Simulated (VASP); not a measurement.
# Ba (I4/mmm) in VASP: notebook

Ba is run at these levels: PBEsol; tasks: single point.

All numbers are computed with VASP 6.6.1; they aren't measurements. Logs are shortened: lines on timing, memory, paths and dates and some standing lists are left out, and cuts for length are marked.

**1. The cell of the first run**

Symmetry: I4/mmm, No. 139, tetragonal system. The conventional cell has a = 4.600 Å, b = 4.600 Å, c = 5.400 Å, α = 90.00°, β = 90.00°, γ = 90.00°. Within 5.5 Å of Ba (site symmetry 4/mmm) lie 14 Ba at 4.23 to 5.40 Å.

**2. Single point, PBEsol (strain -0.080 along x and y, +0.080 along z)**

File INCAR:

```
SYSTEM = Ba
PREC     = Accurate       ! precision mode
ENCUT    = 520            ! plane-wave cutoff, eV
EDIFF    = 1E-6           ! SCF threshold, eV
ISMEAR   = 0              ! smearing method
SIGMA    = 0.15           ! smearing width, eV
LREAL    = .FALSE.        ! projectors in reciprocal space
LASPH    = .TRUE.         ! aspherical terms in the spheres
NELM     = 60             ! most SCF steps
ALGO     = Fast           ! electronic algorithm
ISIF     = 2              ! what is computed and relaxed
LWAVE    = .FALSE.        ! write WAVECAR
LCHARG   = .TRUE.         ! write CHGCAR
GGA      = PS             ! functional
LELF     = .TRUE.         ! ELF
LVHAR    = .TRUE.       
NBANDS   = 11             ! bands
```

File KPOINTS:

```
regular mesh
0
G
  14 14 14
  0 0 0
```

File POSCAR:

```
Ba
1.0
   -2.3000000000      2.3000000000      2.7000000000
    2.3000000000     -2.3000000000      2.7000000000
    2.3000000000      2.3000000000     -2.7000000000
Ba
1
Direct
    0.0000000000      0.0000000000      0.0000000000
```

Potentials or basis: VASP PAW PBE potentials, release 64 (Ba_sv).

Launch:

```sh
> cat potpaw_PBE.64/Ba_sv/POTCAR > POTCAR
> mpirun -np 1 vasp_std > vasp.out
```

OUTCAR:

```text
SYSTEM = Ba
   PREC = Accurate
   ENCUT = 520
   EDIFF = 1E-6
   ISMEAR = 0
   LREAL = .FALSE.
   LASPH = .TRUE.
   NELM = 60
   ISIF = 2
   GGA = PS

 ion  position               nearest neighbor table
   1  0.000  0.000  0.000-

  LATTYP: Found a body centered tetragonal cell.
 ALAT       =     4.6000000000
 C/A-ratio  =     1.1739130435

  Lattice vectors:

 A1 = (  -2.3000000000,   2.3000000000,   2.7000000000)
 A2 = (   2.3000000000,  -2.3000000000,   2.7000000000)
 A3 = (   2.3000000000,   2.3000000000,  -2.7000000000)

Analysis of symmetry for initial positions (statically):
=====================================================================
 Subroutine PRICEL returns:
 Original cell was already a primitive cell.

 Routine SETGRP: Setting up the symmetry group for a
 body centered tetragonal supercell.

 Subroutine GETGRP returns: Found 16 space group operations
 (whereof 16 operations were pure point group operations)
 out of a pool of 16 trial point group operations.

The static configuration has the point symmetry D_4h.

Analysis of symmetry for dynamics (positions and initial velocities):
=====================================================================
 Subroutine PRICEL returns:
 Original cell was already a primitive cell.

 Routine SETGRP: Setting up the symmetry group for a
 body centered tetragonal supercell.

 Subroutine GETGRP returns: Found 16 space group operations
 (whereof 16 operations were pure point group operations)
 out of a pool of 16 trial point group operations.

The dynamic configuration has the point symmetry D_4h.

 Subroutine INISYM returns: Found 16 space group operations
 (whereof 16 operations are pure point group operations),
 and found     1 'primitive' translations

----------------------------------------------------------------------------------------

                                     Primitive cell

  volume of cell :      57.1320

  direct lattice vectors                    reciprocal lattice vectors
    -2.300000000  2.300000000  2.700000000     0.000000000  0.217391304  0.185185185
     2.300000000 -2.300000000  2.700000000     0.217391304  0.000000000  0.185185185
     2.300000000  2.300000000 -2.700000000     0.217391304  0.217391304  0.000000000

  length of vectors
     4.227292278  4.227292278  4.227292278     0.285574039  0.285574039  0.307437731

[... 77 lines left out ...]
   NELM   =     60;   NELMIN=  2; NELMDL= -5     # of ELM steps
   EDIFF  = 0.1E-05   stopping-criterion for ELM
   LREAL  =      F    real-space projection
   EDIFFG = 0.1E-04   stopping-criterion for IOM
   NSW    =      0    number of steps for IOM
   IBRION =     -1    ionic relax: 0-MD 1-quasi-New 2-CG
   NFREE  =      0    steps in history (QN), initial steepest desc. (CG)
   ISIF   =      2    stress and relaxation
   ISYM   =      2    0-nonsym 1-usesym 2-fastsym
   POTIM  = 0.5000    time-step for ionic-motion
   TEBEG  =    0.0;   TEEND  =   0.0 temperature during run
   PSTRESS=    0.0 pullay stress
   NELECT =      10.0000    total number of electrons
   NUPDOWN=      -1.0000    fix difference up-down
   EMIN   =  10.00;   EMAX   =-10.00  energy-range for DOS
   EFERMI =   0.00;   METHOD = LEGACY
   ISMEAR =     0;   SIGMA  =   0.15  broadening in eV -4-tet -1-fermi 0-gaus
   EFERMI_NEDOS =   21; number of points for ismear=-14 and -15
   IALGO  =     68    algorithm
   IMIX   =      4    mixing-type and parameters
     AMIX     =   0.40;   BMIX     =  1.00
     AMIX_MAG =   1.60;   BMIX_MAG =  1.00
  volume/ion in A,a.u.               =      57.13       385.55
  Fermi-wavevector in a.u.,A,eV,Ry     =   0.915760  1.730536 11.410069  0.838616
  Thomas-Fermi vector in A             =   2.040538
   LORBIT       =      0    0 simple, 1 ext, 2 COOP (PROOUT), +10 PAW based schemes
   GGA     = PS    functional components
   LHFCALC =     F    Hartree Fock is set to
   AEXX    =    0.0000 exact exchange contribution
   IVDW    =     0    specifies the selected vdW correction
   LEPSILON=     F    determine dielectric tensor
   LRPA    =     F    only Hartree local field effects (RPA)
 non-spin polarized calculation
 RMM-DIIS sequential band-by-band and
 Gauss-broadening in eV      SIGMA  =   0.15
  energy-cutoff  :      520.00
  volume of cell :       57.13
 maximum number of plane-waves:      1557
   NGX = 15   NGY = 15   NGZ = 15

 number of electron      10.0000000 magnetization

 number of electron       9.9999999 magnetization

 Free energy of the ion-electron system (eV)
  ---------------------------------------------------
  ext. energy  EPLUGINS =         0.00000000
  ---------------------------------------------------
  free energy    TOTEN  =        -2.14323720 eV

  energy without entropy =       -2.12844831  energy(sigma->0) =       -2.13584276

 E-fermi :   1.8869     XC(G=0):  -7.8310

 val. band max:        1.8841721715   @ k =  -0.2857   0.5000   0.2857
 cond. band min:       1.9042066223   @ k =   0.3571   0.2857   0.0000
 fundamental gap:      0.0200344508
 Fermi energy:         1.8868573824

 k-point     1 :       0.0000    0.0000    0.0000
  band No.  band energies     occupation
      1     -26.8266      2.00000
      2     -11.6933      2.00000
      3     -11.6923      2.00000
      4     -11.6923      2.00000
      5      -0.9429      2.00000
      6       3.5877      0.00000
      7       3.5877      0.00000
      8       4.5546      0.00000
      9       4.5785      0.00000
     10       5.9086      0.00000
     11       8.4004      0.00000
[... 309 lines left out ...]
 k-point    24 :       0.2857    0.1429    0.0000
  band No.  band energies     occupation
      1     -26.7711      2.00000
      2     -12.1941      2.00000
      3     -11.8720      2.00000
      4     -11.7263      2.00000
      5       0.9717      2.00000
      6       2.6815      0.00000
      7       3.0370      0.00000
      8       4.7177      0.00000
      9       5.3995      0.00000
     10       6.8887      0.00000
     11       8.6559      0.00000

 [... further k-points ...]
[... 5 lines left out ...]
  --------------------------------------------------------------------------------------
  -------------------------------------------------------------------------------------
  Total        0.1536518      0.1536518      0.0124012      0.0000000      0.0000000      0.0000000
  in kB        4.3089233      4.3089233      0.3477714      0.0000000      0.0000000      0.0000000
  external PRESSURE =       2.9885393 kB  Pullay stress =       0.0000000 kB

 VOLUME and BASIS-vectors are now :
 -----------------------------------------------------------------------------
  energy-cutoff  :      520.00
  volume of cell :       57.13
      direct lattice vectors                 reciprocal lattice vectors
    -2.300000000  2.300000000  2.700000000     0.000000000  0.217391304  0.185185185
     2.300000000 -2.300000000  2.700000000     0.217391304  0.000000000  0.185185185
     2.300000000  2.300000000 -2.700000000     0.217391304  0.217391304  0.000000000

 POSITION                                       TOTAL-FORCE (eV/Angst)
 -----------------------------------------------------------------------------------
      0.00000      0.00000      0.00000         0.000000      0.000000      0.000000
 -----------------------------------------------------------------------------------
    total drift:                               -0.000000      0.000000      0.000000

  FREE ENERGIE OF THE ION-ELECTRON SYSTEM (eV)
  ---------------------------------------------------
  free  energy   TOTEN  =        -2.1432372006 eV

  energy  without entropy=       -2.1284483140  energy(sigma->0) =       -2.13584276
```

Run time: 1.9 min. Hardware: 1 thread of Intel Xeon 8259CL, shared host; peak memory 0.29 GiB.

Results:

| Quantity | Value |
| --- | --- |
| Free energy | -2.1432 eV |
| Pressure | 0.3 GPa |
| Band gap on the k mesh | zero (bands 5 and 6 overlap by 0.82 eV) |

Levels at points of the mesh, in eV from the Fermi level:
| k point | band 2 | band 3 | band 4 | band 5 | band 6 | band 7 | band 8 | band 9 |
| --- | --- | --- | --- | --- | --- | --- | --- | --- |
| (0.00, 0.00, 0.00) | -13.58 | -13.58 | -13.58 | -2.83 | 1.70 | 1.70 | 2.67 | 2.69 |
| (0.50, 0.00, 0.00) | -14.22 | -13.74 | -13.59 | -1.00 | 1.06 | 1.43 | 2.59 | 4.42 |
| (0.50, 0.50, 0.00) | -14.19 | -13.82 | -13.66 | -0.96 | 0.05 | 1.97 | 4.43 | 4.68 |
| (0.50, 0.50, 0.50) | -14.13 | -13.93 | -13.93 | -0.84 | -0.53 | 3.68 | 5.02 | 5.33 |

Caveat: the cell differs from its parent crystal (strain -0.080 along x and y, +0.080 along z); the PAW data sets were made with another functional, which shifts forces and pressure a little; spin-orbit coupling is left out, which moves the levels of the heavy elements.

**3. Single point, PBEsol (strain +0.000 along x and y, -0.080 along z)**

File INCAR:

```
SYSTEM = Ba
PREC     = Accurate       ! precision mode
ENCUT    = 520            ! plane-wave cutoff, eV
EDIFF    = 1E-6           ! SCF threshold, eV
ISMEAR   = 0              ! smearing method
SIGMA    = 0.15           ! smearing width, eV
LREAL    = .False.        ! projectors in reciprocal space
LASPH    = .True.         ! aspherical terms in the spheres
NELM     = 60             ! most SCF steps
ALGO     = Fast           ! electronic algorithm
ISIF     = 2              ! what is computed and relaxed
LWAVE    = .False.        ! write WAVECAR
LCHARG   = .False.        ! write CHGCAR
GGA      = PS             ! functional
NBANDS   = 11             ! bands
```

File KPOINTS:

```
regular mesh
0
Gamma
  14 14 14
  0 0 0
```

File POSCAR:

```
Ba
1.0
   -2.5000000000      2.5000000000      2.3000000000
    2.5000000000     -2.5000000000      2.3000000000
    2.5000000000      2.5000000000     -2.3000000000
Ba
1
Direct
    0.0000000000      0.0000000000      0.0000000000
```

Potentials or basis: VASP PAW PBE potentials, release 64 (Ba_sv).

Launch:

```sh
> cat potpaw_PBE.64/Ba_sv/POTCAR > POTCAR
> mpirun -np 1 vasp_std > vasp.out
```

It took 1.9 min on 1 thread of Intel Xeon 8259CL, shared host; peak memory 0.29 GiB.

The run converged. Its results:

```
Free energy            : -2.1498 eV
Pressure               : 0.2 GPa
Band gap on the k mesh : zero (bands 5 and 6 overlap by 1.09 eV)
```

Stress tensor (GPa, compression positive):
```
0.01 0.00 0.00
0.00 0.01 0.00
0.00 0.00 0.57
```

Levels at points of the mesh, in eV from the Fermi level:
```
           k point  band 2  band 3  band 4  band 5  band 6  band 7  band 8  band 9
(0.00, 0.00, 0.00)  -13.58  -13.58  -13.58   -2.81    1.56    2.14    2.14    3.03
(0.50, 0.00, 0.00)  -14.20  -13.79  -13.61   -0.96    0.48    1.67    3.50    4.50
(0.50, 0.50, 0.00)  -14.21  -13.74  -13.57   -0.99    1.07    1.37    2.96    3.84
(0.50, 0.50, 0.50)  -14.04  -14.04  -13.93   -0.74   -0.61    4.49    4.49    5.13
```

Caveat: the cell differs from its parent crystal (strain +0.000 along x and y, -0.080 along z); the PAW data sets were made with another functional, which shifts forces and pressure a little; spin-orbit coupling is left out, which moves the levels of the heavy elements.

[end of part 1 of 2]
